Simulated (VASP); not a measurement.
# HfC in VASP: a series of runs

HfC is run at these levels: r2SCAN; tasks: single point.

Program: VASP 6.6.1. These are calculated values, not measurements. Logs are shortened: lines on timing, memory, paths and dates and some standing lists are left out, and cuts for length are marked.

### Step 1. The cell of the first run

Symmetry: P6_3/mmc, No. 194, hexagonal system. Conventional cell: a = 3.376 Å, b = 3.376 Å, c = 5.254 Å, α = 90.00°, β = 90.00°, γ = 120.00°. Within 3.1 Å of Hf (site symmetry -6m2) lie 6 C at 2.35 Å. C (site symmetry -3m) has 6 Hf at 2.35 Å and 2 C at 2.63 Å within 3.1 Å.

### Step 2. Single point, r2SCAN

Contents of POSCAR:

```
HfC
1.0
    3.3759658894      0.0000000000      0.0000000000
   -1.6879829447      2.9236722225      0.0000000000
    0.0000000000      0.0000000000      5.2542293701
Hf C
2 2
Direct
    0.3333333333      0.6666666667      0.2500000000
    0.6666666667      0.3333333333      0.7500000000
    0.0000000000      0.0000000000      0.5000000000
    0.0000000000      0.0000000000      0.0000000000
```

Contents of INCAR.step1:

```
SYSTEM = HfC
PREC = Accurate
ENCUT = 520
ISMEAR = 0
SIGMA = 0.02
LREAL = .FALSE.
LASPH = .TRUE.
NELM = 60
NBANDS = 22
GGA = PE
ALGO = Normal
EDIFF = 1E-4
LWAVE = .TRUE.
LCHARG = .FALSE.
```

Contents of INCAR.step2:

```
SYSTEM = HfC
PREC = Accurate
ENCUT = 520
EDIFF = 1E-6
ISMEAR = 0
SIGMA = 0.02
LREAL = .FALSE.
LASPH = .TRUE.
NELM = 60
ALGO = Normal
ISIF = 2
LWAVE = .FALSE.
LCHARG = .FALSE.
METAGGA = R2SCAN
LMIXTAU = .TRUE.
NBANDS = 22
ISTART = 1
```

Contents of KPOINTS:

```
Automatic mesh
0
G
  11 11 6
  0 0 0
```

Potentials or basis: VASP PAW PBE potentials, release 64 (Hf_pv, C).

On the command line:

```console
> cat potpaw_PBE.64/Hf_pv/POTCAR potpaw_PBE.64/C/POTCAR > POTCAR
> cp INCAR.step1 INCAR
> mpirun -np 1 vasp_std > vasp.out
> cp INCAR.step2 INCAR
> mpirun -np 1 vasp_std > vasp.out
```

OUTCAR:

```text
SYSTEM = HfC
   PREC = Accurate
   ENCUT = 520
   EDIFF = 1E-6
   ISMEAR = 0
   LREAL = .FALSE.
   LASPH = .TRUE.
   NELM = 60
   ISIF = 2
   METAGGA = R2SCAN
   ISTART = 1

 ion  position               nearest neighbor table
   1  0.333  0.667  0.250-   3 2.35   4 2.35   3 2.35   4 2.35   3 2.35   4 2.35   2 3.27   2 3.27
                             2 3.27   2 3.27   2 3.27   2 3.27
   2  0.667  0.333  0.750-   3 2.35   4 2.35   3 2.35   4 2.35   3 2.35   4 2.35   1 3.27   1 3.27
                             1 3.27   1 3.27   1 3.27   1 3.27
   3  0.000  0.000  0.500-   1 2.35   2 2.35   1 2.35   2 2.35   2 2.35   1 2.35
   4  0.000  0.000  0.000-   1 2.35   2 2.35   1 2.35   2 2.35   2 2.35   1 2.35

  LATTYP: Found a hexagonal cell.
 ALAT       =     3.3759658894
 C/A-ratio  =     1.5563632875

  Lattice vectors:

 A1 = (   3.3759658894,   0.0000000000,   0.0000000000)
 A2 = (  -1.6879829447,   2.9236722225,   0.0000000000)
 A3 = (   0.0000000000,   0.0000000000,   5.2542293701)

Analysis of symmetry for initial positions (statically):
=====================================================================
 Subroutine PRICEL returns:
 Original cell was already a primitive cell.

 Routine SETGRP: Setting up the symmetry group for a
 hexagonal supercell.

 Subroutine GETGRP returns: Found 24 space group operations
 (whereof 12 operations were pure point group operations)
 out of a pool of 24 trial point group operations.

The static configuration has the point symmetry D_3d.
 The point group associated with its full space group is D_6h.

Analysis of symmetry for dynamics (positions and initial velocities):
=====================================================================
 Subroutine PRICEL returns:
 Original cell was already a primitive cell.

 Routine SETGRP: Setting up the symmetry group for a
 hexagonal supercell.

 Subroutine GETGRP returns: Found 24 space group operations
 (whereof 12 operations were pure point group operations)
 out of a pool of 24 trial point group operations.

The dynamic configuration has the point symmetry D_3d.
 The point group associated with its full space group is D_6h.

 Subroutine INISYM returns: Found 24 space group operations
 (whereof 12 operations are pure point group operations),
 and found     1 'primitive' translations

----------------------------------------------------------------------------------------
[... 90 lines left out ...]
   ICHARG =      0    charge: 1-file 2-atom 10-const
   ISPIN  =      1    spin polarized calculation?
   LNONCOLLINEAR =      F non collinear calculations
   LSORBIT =      F    spin-orbit coupling
   LASPH  =      T    aspherical Exc in radial PAW
   ENCUT  =  520.0 eV  38.22 Ry    6.18 a.u.   6.28  6.28  9.77*2*pi/ulx,y,z
   NELM   =     60;   NELMIN=  2; NELMDL=  0     # of ELM steps
   EDIFF  = 0.1E-05   stopping-criterion for ELM
   LREAL  =      F    real-space projection
   EDIFFG = 0.1E-04   stopping-criterion for IOM
   NSW    =      0    number of steps for IOM
   IBRION =     -1    ionic relax: 0-MD 1-quasi-New 2-CG
   NFREE  =      0    steps in history (QN), initial steepest desc. (CG)
   ISIF   =      2    stress and relaxation
   ISYM   =      2    0-nonsym 1-usesym 2-fastsym
   POTIM  = 0.5000    time-step for ionic-motion
   TEBEG  =    0.0;   TEEND  =   0.0 temperature during run
   PSTRESS=    0.0 pullay stress
   NELECT =      28.0000    total number of electrons
   NUPDOWN=      -1.0000    fix difference up-down
   EMIN   =  10.00;   EMAX   =-10.00  energy-range for DOS
   EFERMI =   0.00;   METHOD = LEGACY
   ISMEAR =     0;   SIGMA  =   0.02  broadening in eV -4-tet -1-fermi 0-gaus
   EFERMI_NEDOS =   21; number of points for ismear=-14 and -15
   IALGO  =     38    algorithm
   IMIX   =      4    mixing-type and parameters
     AMIX     =   0.40;   BMIX     =  1.00
     AMIX_MAG =   1.60;   BMIX_MAG =  1.00
  volume/ion in A,a.u.               =      12.97        87.49
  Fermi-wavevector in a.u.,A,eV,Ry     =   1.333058  2.519114 24.178133  1.777043
  Thomas-Fermi vector in A             =   2.461945
   LORBIT       =      0    0 simple, 1 ext, 2 COOP (PROOUT), +10 PAW based schemes
   METAGGA = R2SCAN    functional components
   LHFCALC =     F    Hartree Fock is set to
   AEXX    =    0.0000 exact exchange contribution
   IVDW    =     0    specifies the selected vdW correction
   LEPSILON=     F    determine dielectric tensor
   LRPA    =     F    only Hartree local field effects (RPA)
 non-spin polarized calculation
 Gauss-broadening in eV      SIGMA  =   0.02
  energy-cutoff  :      520.00
  volume of cell :       51.86
 maximum number of plane-waves:      1423
 NGX is ok and might be reduce to    28
   NGX = 13   NGY = 13   NGZ = 19

 number of electron      27.9999998 magnetization

 Free energy of the ion-electron system (eV)
  ---------------------------------------------------
  ext. energy  EPLUGINS =         0.00000000
  ---------------------------------------------------
  free energy    TOTEN  =      -113.64096588 eV

  energy without entropy =     -113.64076540  energy(sigma->0) =     -113.64086564

 E-fermi :   6.3484     XC(G=0): -12.9770

 val. band max:        6.3236333325   @ k =   0.0909   0.0909   0.1667
 cond. band min:       6.3562150765   @ k =   0.0909   0.0000   0.1667
 fundamental gap:      0.0325817440
 Fermi energy:         6.3483916751

 k-point     1 :       0.0000    0.0000    0.0000
  band No.  band energies     occupation
      1     -25.7467      2.00000
      2     -25.2195      2.00000
      3     -25.2195      2.00000
      4     -25.1403      2.00000
      5     -25.1403      2.00000
      6     -25.0752      2.00000
[... 589 lines left out ...]
     21      12.0229      0.00000
     22      13.1199      0.00000

 [... further k-points ...]
[... 5 lines left out ...]
  --------------------------------------------------------------------------------------
  -------------------------------------------------------------------------------------
  Total       -3.8232339     -3.8232339     -2.4687354      0.0000000      0.0000000      0.0000000
  in kB     -118.1151742   -118.1151742    -76.2692301      0.0000000      0.0000000      0.0000000
  external PRESSURE =    -104.1665262 kB  Pullay stress =       0.0000000 kB

 VOLUME and BASIS-vectors are now :
 -----------------------------------------------------------------------------
  energy-cutoff  :      520.00
  volume of cell :       51.86
      direct lattice vectors                 reciprocal lattice vectors
     3.375965889  0.000000000  0.000000000     0.296211524  0.171017803  0.000000000
    -1.687982945  2.923672223  0.000000000     0.000000000  0.342035606  0.000000000
     0.000000000  0.000000000  5.254229370     0.000000000  0.000000000  0.190322867

 POSITION                                       TOTAL-FORCE (eV/Angst)
 -----------------------------------------------------------------------------------
     -0.00000      1.94911      1.31356        -0.000000      0.000000      0.000000
      1.68798      0.97456      3.94067         0.000000      0.000000      0.000000
      0.00000      0.00000      2.62711        -0.000000      0.000000      0.000000
      0.00000      0.00000      0.00000        -0.000000      0.000000      0.000000
 -----------------------------------------------------------------------------------
    total drift:                               -0.000000      0.000000     -0.000000

  FREE ENERGIE OF THE ION-ELECTRON SYSTEM (eV)
  ---------------------------------------------------
  free  energy   TOTEN  =      -113.6409658812 eV

  energy  without entropy=     -113.6407653995  energy(sigma->0) =     -113.64086564
```

OUTCAR.step1:

```text
SYSTEM = HfC
   PREC = Accurate
   ENCUT = 520
   ISMEAR = 0
   LREAL = .FALSE.
   LASPH = .TRUE.
   NELM = 60
[... 833 lines left out ...]
      1.68798      0.97456      3.94067         0.000000     -0.000000      0.000000
      0.00000      0.00000      2.62711        -0.000000      0.000000      0.000000
      0.00000      0.00000      0.00000        -0.000000      0.000000      0.000000
 -----------------------------------------------------------------------------------
    total drift:                               -0.000000      0.000000     -0.000000

  FREE ENERGIE OF THE ION-ELECTRON SYSTEM (eV)
  ---------------------------------------------------
  free  energy   TOTEN  =       -41.2421952307 eV

  energy  without entropy=      -41.2418385323  energy(sigma->0) =      -41.24201688
```

OSZICAR.step1:

```text
N       E                     dE             d eps       ncg     rms          rms(c)
DAV:   1     0.853809105933E+02    0.85381E+02   -0.15395E+04  2816   0.125E+03
DAV:   2    -0.417971309468E+02   -0.12718E+03   -0.12141E+03  3618   0.283E+02
DAV:   3    -0.472370458371E+02   -0.54399E+01   -0.53940E+01  3610   0.422E+01
DAV:   4    -0.473004736046E+02   -0.63428E-01   -0.63380E-01  3520   0.494E+00
DAV:   5    -0.473011753189E+02   -0.70171E-03   -0.70161E-03  3760   0.449E-01    0.710E+01
DAV:   6    -0.416284933753E+02    0.56727E+01   -0.50236E+01  3290   0.239E+01    0.537E+01
DAV:   7    -0.412975833265E+02    0.33091E+00   -0.36068E+00  3246   0.854E+00    0.284E+01
DAV:   8    -0.412763228405E+02    0.21260E-01   -0.20727E-01  3516   0.305E+00    0.638E+00
DAV:   9    -0.412456354032E+02    0.30687E-01   -0.26325E-01  3294   0.180E+00    0.365E+00
DAV:  10    -0.412435733943E+02    0.20620E-02   -0.73358E-03  3478   0.494E-01    0.133E+00
DAV:  11    -0.412422254573E+02    0.13479E-02   -0.55085E-03  3326   0.289E-01    0.443E-01
DAV:  12    -0.412421952307E+02    0.30227E-04   -0.36882E-04  3332   0.893E-02
   1 F= -.41242195E+02 E0= -.41242017E+02  d E =-.356698E-03
```

It took 1.9 min on 1 thread of Intel Xeon 6975P-C (Granite Rapids), shared host; peak memory 0.22 GiB.

Results:

```yaml
Free_energy: -113.6410 eV
Pressure: -10.4 GPa
Band_gap_on_the_k_mesh: zero (bands 14 and 15 overlap by 1.14 eV)
```

Levels at points of the mesh, in eV from the Fermi level:
```
           k point  band 12  band 13  band 14  band 15  band 16  band 17
(0.00, 0.00, 0.00)    -1.51    -1.51     1.07     1.43     1.43     1.86
(0.00, 0.00, 0.50)    -2.92    -2.92    -2.92     3.87     3.87     3.87
```

Caveat: the cell stands under tension; the PAW data sets were made with another functional, which shifts forces and pressure a little; spin-orbit coupling is left out, which moves the levels of the heavy elements.

(Continued in part 2 of 2.)
